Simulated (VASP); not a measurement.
# Nb (Fm-3m) in VASP: notebook

Aim: see how the results for Nb move with the level of theory and the settings. Levels: RPBE+D3(BJ), RPBE+D4. Tasks: relaxation of cell and atoms.

All numbers are computed with VASP 6.6.1; they aren't measurements. Logs are shortened: lines on timing, memory, paths and dates and some standing lists are left out, and cuts for length are marked.

## Step 1: The cell of the first run

Symmetry: Fm-3m, No. 225, cubic system. The conventional cell has a = 4.230 Å, b = 4.230 Å, c = 4.230 Å, α = 90.00°, β = 90.00°, γ = 90.00°. Nb (site symmetry m-3m) has 12 Nb at 2.99 Å within 3.9 Å.

## Step 2: Relaxation of cell and atoms, RPBE+D3(BJ)

INCAR

```
SYSTEM = Nb
  ALGO = Normal
  EDIFF = 1E-6
  EDIFFG = -0.01
  ENCUT = 600
  GGA = RP
  IBRION = 2
  ISIF = 3
  ISMEAR = -1
  IVDW = 12
  LASPH = .True.
  LCHARG = .False.
  LREAL = .False.
  LWAVE = .False.
  NELM = 100
  NSW = 60
  PREC = Accurate
  SIGMA = 0.05
```

KPOINTS

```
k-points
0
Gamma
  11 11 11
  0 0 0
```

POSCAR

```
Nb
1.0
    0.0000000000      2.1150000000      2.1150000000
    2.1150000000      0.0000000000      2.1150000000
    2.1150000000      2.1150000000      0.0000000000
Nb
1
Direct
    0.0000000000      0.0000000000      0.0000000000
```

Potentials or basis: VASP PAW PBE potentials, release 64 (Nb_sv).

Launch:

```
cat potpaw_PBE.64/Nb_sv/POTCAR > POTCAR
mpirun -np 1 vasp_std > vasp.out
```

OUTCAR:

```text
SYSTEM = Nb
   EDIFF = 1E-6
   EDIFFG = -0.01
   ENCUT = 600
   GGA = RP
   IBRION = 2
   ISIF = 3
   ISMEAR = -1
   IVDW = 12
   LASPH = .True.
   LREAL = .False.
   NELM = 100
   NSW = 60
   PREC = Accurate
 IVDW          = 12

 ion  position               nearest neighbor table
   1  0.000  0.000  0.000-

  LATTYP: Found a face centered cubic cell.
 ALAT       =     4.2300000000

  Lattice vectors:

 A1 = (   0.0000000000,   2.1150000000,   2.1150000000)
 A2 = (   2.1150000000,   0.0000000000,   2.1150000000)
 A3 = (   2.1150000000,   2.1150000000,   0.0000000000)

Analysis of symmetry for initial positions (statically):
=====================================================================
 Subroutine PRICEL returns:
 Original cell was already a primitive cell.

 Routine SETGRP: Setting up the symmetry group for a
 face centered cubic supercell.

 Subroutine GETGRP returns: Found 48 space group operations
 (whereof 48 operations were pure point group operations)
 out of a pool of 48 trial point group operations.

The static configuration has the point symmetry O_h .

Analysis of symmetry for dynamics (positions and initial velocities):
=====================================================================
 Subroutine PRICEL returns:
 Original cell was already a primitive cell.

 Routine SETGRP: Setting up the symmetry group for a
 face centered cubic supercell.

 Subroutine GETGRP returns: Found 48 space group operations
 (whereof 48 operations were pure point group operations)
 out of a pool of 48 trial point group operations.

The dynamic configuration has the point symmetry O_h .

 Subroutine INISYM returns: Found 48 space group operations
 (whereof 48 operations are pure point group operations),
 and found     1 'primitive' translations

----------------------------------------------------------------------------------------

                                     Primitive cell

  volume of cell :      18.9217

  direct lattice vectors                    reciprocal lattice vectors
     0.000000000  2.115000000  2.115000000    -0.236406619  0.236406619  0.236406619
     2.115000000  0.000000000  2.115000000     0.236406619 -0.236406619  0.236406619
     2.115000000  2.115000000  0.000000000     0.236406619  0.236406619 -0.236406619

  length of vectors
     2.991061684  2.991061684  2.991061684     0.409468276  0.409468276  0.409468276

  position of ions in fractional coordinates (direct lattice)
     0.000000000  0.000000000  0.000000000

  ion indices of the primitive-cell ions
   primitive index   ion index
                 1           1

----------------------------------------------------------------------------------------

 KPOINTS: k-points

Automatic generation of k-mesh.
 Grid dimensions read from file:
 generate k-points for:   11   11   11

 Generating k-lattice:

  Cartesian coordinates                     Fractional coordinates (reciprocal lattice)
    -0.021491511  0.021491511  0.021491511     0.090909091  0.000000000  0.000000000
     0.021491511 -0.021491511  0.021491511     0.000000000  0.090909091  0.000000000
     0.021491511  0.021491511 -0.021491511     0.000000000  0.000000000  0.090909091

  Length of vectors
     0.037224389  0.037224389  0.037224389

  Shift w.r.t. Gamma in fractional coordinates (k-lattice)
     0.000000000  0.000000000  0.000000000

 Subroutine IBZKPT returns following result:
 ===========================================

 Found     56 irreducible k-points:

 Following reciprocal coordinates:
            Coordinates               Weight
  0.000000  0.000000  0.000000      1.000000
  0.090909  0.000000  0.000000      8.000000
  0.181818  0.000000  0.000000      8.000000
  0.272727  0.000000  0.000000      8.000000
  0.363636  0.000000  0.000000      8.000000
  0.454545  0.000000  0.000000      8.000000
[... 16 lines left out ...]
 -0.272727  0.181818  0.000000     24.000000
 -0.181818  0.181818  0.000000     12.000000
 [... further k-points ...]
   k-points           NKPTS =     56   k-points in BZ     NKDIM =     56   number of bands    NBANDS=     10
   number of dos      NEDOS =    301   number of ions     NIONS =      1
   total plane-waves  NPLWV =  13824
   dimension x,y,z NGX =    24 NGY =   24 NGZ =   24
   dimension x,y,z NGXF=    48 NGYF=   48 NGZF=   48
   ions per type =               1
   NGX,Y,Z   is equivalent  to a cutoff of  13.34, 13.34, 13.34 a.u.
   NGXF,Y,Z  is equivalent  to a cutoff of  26.68, 26.68, 26.68 a.u.
 SYSTEM =  Nb
   PREC   = accura    normal or accurate (medium, high low for compatibility)
   ISTART =      0    job   : 0-new  1-cont  2-samecut
   ICHARG =      2    charge: 1-file 2-atom 10-const
   ISPIN  =      1    spin polarized calculation?
   LNONCOLLINEAR =      F non collinear calculations
   LSORBIT =      F    spin-orbit coupling
   LASPH  =      T    aspherical Exc in radial PAW
   ENCUT  =  600.0 eV  44.10 Ry    6.64 a.u.   5.97  5.97  5.97*2*pi/ulx,y,z
   NELM   =    100;   NELMIN=  2; NELMDL= -5     # of ELM steps
   EDIFF  = 0.1E-05   stopping-criterion for ELM
   LREAL  =      F    real-space projection
   EDIFFG = -.1E-01   stopping-criterion for IOM
   NSW    =     60    number of steps for IOM
   IBRION =      2    ionic relax: 0-MD 1-quasi-New 2-CG
   NFREE  =      1    steps in history (QN), initial steepest desc. (CG)
   ISIF   =      3    stress and relaxation
   ISYM   =      2    0-nonsym 1-usesym 2-fastsym
   POTIM  = 0.5000    time-step for ionic-motion
   TEBEG  =    0.0;   TEEND  =   0.0 temperature during run
   PSTRESS=    0.0 pullay stress
   NELECT =      13.0000    total number of electrons
   NUPDOWN=      -1.0000    fix difference up-down
   EMIN   =  10.00;   EMAX   =-10.00  energy-range for DOS
   EFERMI =   0.00;   METHOD = LEGACY
   ISMEAR =    -1;   SIGMA  =   0.05  broadening in eV -4-tet -1-fermi 0-gaus
   EFERMI_NEDOS =   21; number of points for ismear=-14 and -15
   IALGO  =     38    algorithm
   IMIX   =      4    mixing-type and parameters
     AMIX     =   0.40;   BMIX     =  1.00
     AMIX_MAG =   1.60;   BMIX_MAG =  1.00
  volume/ion in A,a.u.               =      18.92       127.69
  Fermi-wavevector in a.u.,A,eV,Ry     =   1.444560  2.729823 28.392005  2.086754
  Thomas-Fermi vector in A             =   2.562841
   LORBIT       =      0    0 simple, 1 ext, 2 COOP (PROOUT), +10 PAW based schemes
   GGA     = RP    functional components
   LHFCALC =     F    Hartree Fock is set to
   AEXX    =    0.0000 exact exchange contribution
   IVDW    =    12    specifies the selected vdW correction
   LEPSILON=     F    determine dielectric tensor
   LRPA    =     F    only Hartree local field effects (RPA)
 conjugate gradient relaxation of ions
 non-spin polarized calculation
  energy-cutoff  :      600.00
  volume of cell :       18.92
 maximum number of plane-waves:       642
   NGX = 11   NGY = 11   NGZ = 11

--------------------------------------- Ionic step        1  -------------------------------------------

 number of electron      13.0000001 magnetization

 Free energy of the ion-electron system (eV)
  ---------------------------------------------------
  ext. energy  EPLUGINS =         0.00000000
  ---------------------------------------------------
  free energy    TOTEN  =        -9.39476652 eV

  energy without entropy =       -9.38291208  energy(sigma->0) =       -9.38883930

------------------------ aborting loop because EDIFF is reached ----------------------------------------

 Edisp (eV)   -4.29880

 E8    (eV) :    -3.0524

  FORCE on cell =-STRESS in cart. coord.  units (eV):
  Direction    XX          YY          ZZ          XY          YZ          ZX
  --------------------------------------------------------------------------------------
  -------------------------------------------------------------------------------------
  Total      -4.96391    -4.96391    -4.96391     0.00000    -0.00000     0.00000
  in kB    -420.31312  -420.31312  -420.31312     0.00000    -0.00000     0.00000
  external pressure =     -420.31 kB  Pullay stress =        0.00 kB

 VOLUME and BASIS-vectors are now :
 -----------------------------------------------------------------------------
  energy-cutoff  :      600.00
  volume of cell :       18.92
      direct lattice vectors                 reciprocal lattice vectors
     0.000000000  2.115000000  2.115000000    -0.236406619  0.236406619  0.236406619
     2.115000000  0.000000000  2.115000000     0.236406619 -0.236406619  0.236406619
     2.115000000  2.115000000  0.000000000     0.236406619  0.236406619 -0.236406619
[... 118 lines left out ...]
 POSITION                                       TOTAL-FORCE (eV/Angst)
 -----------------------------------------------------------------------------------
      0.00000      0.00000      0.00000         0.000000      0.000000     -0.000000
 -----------------------------------------------------------------------------------
    total drift:                               -0.000000     -0.000000      0.000000

  FREE ENERGIE OF THE ION-ELECTRON SYSTEM (eV)
  ---------------------------------------------------
  free  energy   TOTEN  =       -14.3230357850 eV

  energy  without entropy=      -14.3131143288  energy(sigma->0) =      -14.31807506

--------------------------------------- Ionic step        5  -------------------------------------------

 number of electron      13.0000000 magnetization

 Free energy of the ion-electron system (eV)
  ---------------------------------------------------
  ext. energy  EPLUGINS =         0.00000000
  ---------------------------------------------------
  free energy    TOTEN  =        -8.75590251 eV

  energy without entropy =       -8.74582980  energy(sigma->0) =       -8.75086615

 E-fermi :  14.5827     XC(G=0): -13.4648

 val. band max:       14.5247845749   @ k =   0.3636   0.2727   0.0909
 cond. band min:      14.6026589225   @ k =  -0.3636   0.0909   0.0000
 fundamental gap:      0.0778743476
 Fermi energy:        14.5826562552

 k-point     1 :       0.0000    0.0000    0.0000
  band No.  band energies     occupation
      1     -40.1291      2.00000
      2     -14.8747      2.00000
      3     -14.8747      2.00000
      4     -14.8747      2.00000
      5       7.9825      2.00000
      6      14.4515      1.86455
      7      14.4515      1.86455
      8      14.4515      1.86455
      9      18.0087      0.00000
     10      18.0087      0.00000

 k-point     2 :       0.0909    0.0000    0.0000
  band No.  band energies     occupation
      1     -40.0923      2.00000
      2     -15.0859      2.00000
      3     -14.8992      2.00000
      4     -14.8992      2.00000
      5       8.3822      2.00000
      6      14.1414      1.99971
      7      14.6327      0.53780
      8      14.6327      0.53780
      9      17.8224      0.00000
     10      17.8224      0.00000
[... 274 lines left out ...]
 k-point    24 :      -0.1818    0.1818    0.0000
  band No.  band energies     occupation
      1     -39.8135      2.00000
      2     -16.2388      2.00000
      3     -15.4450      2.00000
      4     -15.0216      2.00000
      5      11.0956      2.00000
      6      12.8336      2.00000
      7      14.3469      1.98224
      8      16.0847      0.00000
      9      16.1560      0.00000
     10      20.3483      0.00000

 [... further k-points ...]

------------------------ aborting loop because EDIFF is reached ----------------------------------------

 Edisp (eV)   -5.56959

 E8    (eV) :    -3.9509

  FORCE on cell =-STRESS in cart. coord.  units (eV):
  Direction    XX          YY          ZZ          XY          YZ          ZX
  --------------------------------------------------------------------------------------
  -------------------------------------------------------------------------------------
  Total       0.00490     0.00490     0.00490     0.00000    -0.00000     0.00000
  in kB       0.52711     0.52711     0.52711     0.00000    -0.00000     0.00000
  external pressure =        0.53 kB  Pullay stress =        0.00 kB

 VOLUME and BASIS-vectors are now :
 -----------------------------------------------------------------------------
  energy-cutoff  :      600.00
  volume of cell :       14.88
      direct lattice vectors                 reciprocal lattice vectors
     0.000000000  1.952255278  1.952255278    -0.256114047  0.256114047  0.256114047
     1.952255278  0.000000000  1.952255278     0.256114047 -0.256114047  0.256114047
     1.952255278  1.952255278 -0.000000000     0.256114047  0.256114047 -0.256114047

 POSITION                                       TOTAL-FORCE (eV/Angst)
 -----------------------------------------------------------------------------------
      0.00000      0.00000      0.00000         0.000000      0.000000      0.000000
 -----------------------------------------------------------------------------------
    total drift:                               -0.000000     -0.000000      0.000000

  FREE ENERGIE OF THE ION-ELECTRON SYSTEM (eV)
  ---------------------------------------------------
  free  energy   TOTEN  =       -14.3254967701 eV

  energy  without entropy=      -14.3154240586  energy(sigma->0) =      -14.32046041

 reached required accuracy - stopping structural energy minimisation
```

Run time: 29 s. Hardware: 1 thread of AMD EPYC 9R45 (Zen 5), shared host; peak memory 0.14 GiB.

What came out:

- Free energy: -14.3255 eV
- Relaxed volume: 14.88 Å³/atom
- Relaxed cell: a = 2.761 Å, b = 2.761 Å, c = 2.761 Å, α = 60.00°, β = 60.00°, γ = 60.00°
- Space group after relaxing (to 0.05 Å): Fm-3m (No. 225)
- Energy gained by relaxing: 631.9 meV/atom
- Ionic steps: 5
- Pressure after relaxing: 0.1 GPa
- Dispersion energy per atom: -5.570 eV

Step by step:
```
step  energy change (eV)  largest force (eV/Å)  pressure (GPa)  volume (Å³)
   1              0.0000                0.0000          -42.03        18.92
   2              4.2002                0.0000          366.17         8.32
   3             -0.6088                0.0000          -10.77        15.55
   4             -0.6295                0.0000           -3.66        15.10
   5             -0.6319                0.0000            0.05        14.88
```

Final structure:
```yaml
crystal:
  lattice:
    - [0.00000, 1.95226, 1.95226]
    - [1.95226, 0.00000, 1.95226]
    - [1.95226, 1.95226, 0.00000]
  atoms:
    - { symbol: Nb, position: [0.00000, 0.00000, 0.00000] }
```

Caveat: the volume moved by over 15 % at a fixed basis, so the end points are rough; the PAW data sets were made with another functional, which shifts forces and pressure a little; the volume moved by -21 % from the deposited cell, more than functionals usually miss; pairwise dispersion overbinds metals, which lowers pressure and volume.

## Step 3: Relaxation of cell and atoms, RPBE+D4

INCAR

```
SYSTEM = Nb
ALGO = Fast ; EDIFF = 1E-6
EDIFFG = -0.01 ; ENCUT = 600
GGA = RP ; IBRION = 2
ISIF = 3 ; ISMEAR = -1
IVDW = 13 ; LASPH = .True.
LCHARG = .False. ; LREAL = .False.
LWAVE = .False. ; NELM = 60
NSW = 60 ; PREC = Accurate
SIGMA = 0.05
```

KPOINTS is that of step 2.

POSCAR is that of step 2.

Potentials or basis: VASP PAW PBE potentials, release 64 (Nb_sv).

Launch:

```
cat potpaw_PBE.64/Nb_sv/POTCAR > POTCAR
mpirun -np 1 vasp_std > vasp.out
```

Wall time 42 s (1 thread of AMD EPYC 9R45 (Zen 5), shared host); peak memory 0.12 GiB.

It converged, with:

```
Free energy                            : -9.9632 eV
Relaxed volume                         : 18.45 Å³/atom
Relaxed cell                           : a = 2.966 Å, b = 2.966 Å, c = 2.966 Å, α = 60.00°, β = 60.00°, γ = 60.00°
Space group after relaxing (to 0.05 Å) : Fm-3m (No. 225)
Energy gained by relaxing              : 6.1 meV/atom
Ionic steps                            : 3
Pressure after relaxing                : 0.0 GPa
Dispersion energy per atom             : -0.576 eV
```

Step by step:
```csv
step,energy change (eV),largest force (eV/Å),pressure (GPa),volume (Å³)
1,0.0000,0.0000,-4.05,18.92
2,0.0133,0.0000,8.09,17.64
3,-0.0061,0.0000,0.00,18.45
```

Final structure:
```
Nb
1.0
     0.00000    2.09725    2.09725
     2.09725    0.00000    2.09725
     2.09725    2.09725    0.00000
Nb
1
Direct
  0.00000 0.00000 0.00000
```

Levels at points of the mesh, in eV from the Fermi level:
```csv
k point,band 2,band 3,band 4,band 5,band 6,band 7,band 8,band 9,band 10
"(0.00, 0.00, 0.00)",-30.17,-30.17,-30.17,-6.28,0.08,0.08,0.08,2.74,2.74
```

Caveat: the PAW data sets were made with another functional, which shifts forces and pressure a little; pairwise dispersion overbinds metals, which lowers pressure and volume.
